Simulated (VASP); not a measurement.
# TaN (zincblende type) (F-43m) in VASP: further runs, part 2 of 2

VASP 6.6.1.

### 3 Relaxation of cell and atoms, PBE, target pressure 210 GPa, at which the enthalpy is minimised

This run uses another cell than the first one, of 9.14 Å³/atom.

Input file INCAR:

```
  ALGO = Normal
  EDIFF = 1E-7
  EDIFFG = -0.005
  ENCUT = 600
  GGA = PE
  IBRION = 2
  ISIF = 3
  ISMEAR = -1
  LASPH = T
  LCHARG = F
  LREAL = F
  LWAVE = F
  NELM = 100
  NSW = 32
  PREC = Accurate
  PSTRESS = 2100.0
  SIGMA = 0.08
```

Input file KPOINTS:

```
k-points
0
Gamma
  16 16 16
```

Input file POSCAR:

```
TaN
1.0
    0.0000000000      2.0909599327      2.0909599327
    2.0909599327      0.0000000000      2.0909599327
    2.0909599327      2.0909599327      0.0000000000
Ta N
1 1
Direct
    0.0000000000      0.0000000000      0.0000000000
    0.2500000000      0.2500000000      0.2500000000
```

Potentials or basis: VASP PAW PBE potentials, release 64 (Ta_pv, N).

Run with:

```console
$ cat potpaw_PBE.64/Ta_pv/POTCAR potpaw_PBE.64/N/POTCAR > POTCAR
$ mpirun -np 1 vasp_std > vasp.out
```

OUTCAR:

```text
EDIFF = 1E-7
   EDIFFG = -0.005
   ENCUT = 600
   GGA = PE
   IBRION = 2
   ISIF = 3
   ISMEAR = -1
   LASPH = T
   LREAL = F
   NELM = 100
   NSW = 32
   PREC = Accurate
   PSTRESS = 2100.0

 ion  position               nearest neighbor table
   1  0.000  0.000  0.000-   2 1.81   2 1.81   2 1.81   2 1.81
   2  0.250  0.250  0.250-   1 1.81   1 1.81   1 1.81   1 1.81

  LATTYP: Found a face centered cubic cell.
 ALAT       =     4.1819198654

  Lattice vectors:

 A1 = (   0.0000000000,   2.0909599327,   2.0909599327)
 A2 = (   2.0909599327,   0.0000000000,   2.0909599327)
 A3 = (   2.0909599327,   2.0909599327,   0.0000000000)

Analysis of symmetry for initial positions (statically):
=====================================================================
 Subroutine PRICEL returns:
 Original cell was already a primitive cell.

 Routine SETGRP: Setting up the symmetry group for a
 face centered cubic supercell.

 Subroutine GETGRP returns: Found 24 space group operations
 (whereof 24 operations were pure point group operations)
 out of a pool of 48 trial point group operations.

The static configuration has the point symmetry T_d .

Analysis of symmetry for dynamics (positions and initial velocities):
=====================================================================
 Subroutine PRICEL returns:
 Original cell was already a primitive cell.

 Routine SETGRP: Setting up the symmetry group for a
 face centered cubic supercell.

 Subroutine GETGRP returns: Found 24 space group operations
 (whereof 24 operations were pure point group operations)
 out of a pool of 48 trial point group operations.

The dynamic configuration has the point symmetry T_d .

 Subroutine INISYM returns: Found 24 space group operations
 (whereof 24 operations are pure point group operations),
 and found     1 'primitive' translations

----------------------------------------------------------------------------------------

                                     Primitive cell

  volume of cell :      18.2838

  direct lattice vectors                    reciprocal lattice vectors
     0.000000000  2.090959933  2.090959933    -0.239124620  0.239124620  0.239124620
     2.090959933  0.000000000  2.090959933     0.239124620 -0.239124620  0.239124620
     2.090959933  2.090959933  0.000000000     0.239124620  0.239124620 -0.239124620

  length of vectors
     2.957063895  2.957063895  2.957063895     0.414175992  0.414175992  0.414175992

  position of ions in fractional coordinates (direct lattice)
     0.000000000  0.000000000  0.000000000
     0.250000000  0.250000000  0.250000000

  ion indices of the primitive-cell ions
   primitive index   ion index
                 1           1
                 2           2

----------------------------------------------------------------------------------------

 KPOINTS: k-points
[... 51 lines left out ...]
   number of dos      NEDOS =    301   number of ions     NIONS =      2
   total plane-waves  NPLWV =  13824
   dimension x,y,z NGX =    24 NGY =   24 NGZ =   24
   dimension x,y,z NGXF=    48 NGYF=   48 NGZF=   48
   ions per type =               1   1
   NGX,Y,Z   is equivalent  to a cutoff of  13.49, 13.49, 13.49 a.u.
   NGXF,Y,Z  is equivalent  to a cutoff of  26.99, 26.99, 26.99 a.u.
 SYSTEM =  unknown system
   PREC   = accura    normal or accurate (medium, high low for compatibility)
   ISTART =      0    job   : 0-new  1-cont  2-samecut
   ICHARG =      2    charge: 1-file 2-atom 10-const
   ISPIN  =      1    spin polarized calculation?
   LNONCOLLINEAR =      F non collinear calculations
   LSORBIT =      F    spin-orbit coupling
   LASPH  =      T    aspherical Exc in radial PAW
   ENCUT  =  600.0 eV  44.10 Ry    6.64 a.u.   5.91  5.91  5.91*2*pi/ulx,y,z
   NELM   =    100;   NELMIN=  2; NELMDL= -5     # of ELM steps
   EDIFF  = 0.1E-06   stopping-criterion for ELM
   LREAL  =      F    real-space projection
   EDIFFG = -.5E-02   stopping-criterion for IOM
   NSW    =     32    number of steps for IOM
   IBRION =      2    ionic relax: 0-MD 1-quasi-New 2-CG
   NFREE  =      1    steps in history (QN), initial steepest desc. (CG)
   ISIF   =      3    stress and relaxation
   ISYM   =      2    0-nonsym 1-usesym 2-fastsym
   POTIM  = 0.5000    time-step for ionic-motion
   TEBEG  =    0.0;   TEEND  =   0.0 temperature during run
   PSTRESS= 2100.0 pullay stress
   NELECT =      16.0000    total number of electrons
   NUPDOWN=      -1.0000    fix difference up-down
   EMIN   =  10.00;   EMAX   =-10.00  energy-range for DOS
   EFERMI =   0.00;   METHOD = LEGACY
   ISMEAR =    -1;   SIGMA  =   0.08  broadening in eV -4-tet -1-fermi 0-gaus
   EFERMI_NEDOS =   21; number of points for ismear=-14 and -15
   IALGO  =     38    algorithm
   IMIX   =      4    mixing-type and parameters
     AMIX     =   0.40;   BMIX     =  1.00
     AMIX_MAG =   1.60;   BMIX_MAG =  1.00
  volume/ion in A,a.u.               =       9.14        61.69
  Fermi-wavevector in a.u.,A,eV,Ry     =   1.565882  2.959088 33.361314  2.451987
  Thomas-Fermi vector in A             =   2.668293
   LORBIT       =      0    0 simple, 1 ext, 2 COOP (PROOUT), +10 PAW based schemes
   GGA     = PE    functional components
   LHFCALC =     F    Hartree Fock is set to
   AEXX    =    0.0000 exact exchange contribution
   IVDW    =     0    specifies the selected vdW correction
   LEPSILON=     F    determine dielectric tensor
   LRPA    =     F    only Hartree local field effects (RPA)
 conjugate gradient relaxation of ions
 non-spin polarized calculation
  energy-cutoff  :      600.00
  volume of cell :       18.28
 maximum number of plane-waves:       620
   NGX = 11   NGY = 11   NGZ = 11

--------------------------------------- Ionic step        1  -------------------------------------------

 number of electron      16.0000003 magnetization

 Free energy of the ion-electron system (eV)
  ---------------------------------------------------
  ext. energy  EPLUGINS =         0.00000000
  ---------------------------------------------------
  free energy    TOTEN  =       -17.33929351 eV

  energy without entropy =      -17.32426267  energy(sigma->0) =      -17.33177809

------------------------ aborting loop because EDIFF is reached ----------------------------------------

  FORCE on cell =-STRESS in cart. coord.  units (eV):
  Direction    XX          YY          ZZ          XY          YZ          ZX
  --------------------------------------------------------------------------------------
  -------------------------------------------------------------------------------------
  Total       24.4579295     24.4579295     24.4579295      0.0000000     -0.0000000      0.0000000
  in kB     2143.2021810   2143.2021810   2143.2021810      0.0000000     -0.0000000      0.0000000
  external PRESSURE =      43.2021810 kB  Pullay stress =    2100.0000000 kB
[... 63 lines left out ...]
--------------------------------------- Ionic step        3  -------------------------------------------

 number of electron      16.0000002 magnetization

 Free energy of the ion-electron system (eV)
  ---------------------------------------------------
  ext. energy  EPLUGINS =         0.00000000
  ---------------------------------------------------
  free energy    TOTEN  =       -17.44839835 eV

  energy without entropy =      -17.43325580  energy(sigma->0) =      -17.44082708

 E-fermi :  11.0351     XC(G=0): -13.9966

 val. band max:       11.0323701817   @ k =  -0.0625   0.0625   0.0000
 cond. band min:      11.0413306577   @ k =  -0.3125   0.2500   0.0625
 fundamental gap:      0.0089604760
 Fermi energy:        11.0350944651

 k-point     1 :       0.0000    0.0000    0.0000
  band No.  band energies     occupation
      1     -23.9714      2.00000
      2     -23.9714      2.00000
      3     -23.9714      2.00000
      4      -9.1855      2.00000
      5       1.1828      2.00000
      6       1.1828      2.00000
      7       1.1828      2.00000
      8      10.4117      1.99918
      9      11.7082      0.00044
     10      11.7082      0.00044
     11      18.8567      0.00000
     12      18.8567      0.00000
[... 331 lines left out ...]
 k-point    24 :      -0.0625    0.0625    0.0000
  band No.  band energies     occupation
      1     -24.1668      2.00000
      2     -24.0223      2.00000
      3     -23.9849      2.00000
      4      -8.8719      2.00000
      5       1.0096      2.00000
      6       1.3009      2.00000
      7       1.4089      2.00000
      8      11.0324      1.01703
      9      11.1895      0.25347
     10      11.6488      0.00093
     11      18.6683      0.00000
     12      19.0745      0.00000

 [... further k-points ...]

------------------------ aborting loop because EDIFF is reached ----------------------------------------

  FORCE on cell =-STRESS in cart. coord.  units (eV):
  Direction    XX          YY          ZZ          XY          YZ          ZX
  --------------------------------------------------------------------------------------
  -------------------------------------------------------------------------------------
  Total       24.0660375     24.0660375     24.0660375      0.0000000      0.0000000     -0.0000000
  in kB     2099.3983399   2099.3983399   2099.3983399      0.0000000      0.0000000     -0.0000000
  external PRESSURE =      -0.6016601 kB  Pullay stress =    2100.0000000 kB
[... 21 lines left out ...]
  energy  without entropy=      -17.4332558025  energy(sigma->0) =      -17.44082708

  enthalpy is  TOTEN    =         6.6245361595 eV   P V=       24.0729345105

 reached required accuracy - stopping structural energy minimisation
```

CONTCAR:

```text
TaN
   1.00000000000000
     0.0000000000000000    2.0940969075485611    2.0940969075485611
     2.0940969075485611   -0.0000000000000000    2.0940969075485611
     2.0940969075485611    2.0940969075485611   -0.0000000000000000
  Ta              N
     1     1
Direct
     0.0000000000000000    0.0000000000000000    0.0000000000000000
     0.2500000000000000    0.2500000000000000    0.2500000000000000

  0.00000000E+00  0.00000000E+00  0.00000000E+00
  0.00000000E+00  0.00000000E+00  0.00000000E+00
```

Run time: 48 s. Hardware: 1 thread of Intel Xeon 8259CL, shared host; peak memory 0.18 GiB.

What came out:

```yaml
Free_energy: -17.4484 eV
Relaxed_volume: 9.18 Å³/atom
Relaxed_cell: a = 2.962 Å, b = 2.962 Å, c = 2.962 Å, α = 60.00°, β = 60.00°, γ = 60.00°
Space_group_after_relaxing_to_0.1_Å: F-43m (No. 216)
Energy_change_on_relaxing_the_run_minimises_the_enthalpy: -54.6 meV/atom
Ionic_steps: 3
Pressure_after_relaxing: 209.9 GPa
Band_gap_on_the_k_mesh: zero (bands 8 and 9 overlap by 1.23 eV)
```

Step by step:
```
step  energy change (eV)  largest force (eV/Å)  pressure (GPa)  volume (Å³)
   1              0.0000                0.0000          214.32        18.28
   2             -0.8134                0.0000          181.35        18.94
   3             -0.1091                0.0000          209.94        18.37
```

Final structure:
```
CELL_PARAMETERS angstrom
0.00000 2.09410 2.09410
2.09410 0.00000 2.09410
2.09410 2.09410 0.00000
ATOMIC_POSITIONS crystal
Ta 0.00000 0.00000 0.00000
N 0.25000 0.25000 0.25000
```

Levels at points of the mesh, in eV from the Fermi level:
```tsv
k point	band 6	band 7	band 8	band 9	band 10	band 11
(0.00, 0.00, 0.00)	-9.85	-9.85	-0.62	0.67	0.67	7.82
(0.50, 0.00, 0.00)	-8.76	-7.90	0.70	1.87	1.87	4.73
(0.50, 0.50, 0.00)	-5.59	-5.59	-2.91	1.92	3.81	4.96
```

Caveat: the cell is relaxed towards a set pressure, so the run minimises the enthalpy, not the energy; spin-orbit coupling is left out, which moves the levels of the heavy elements.
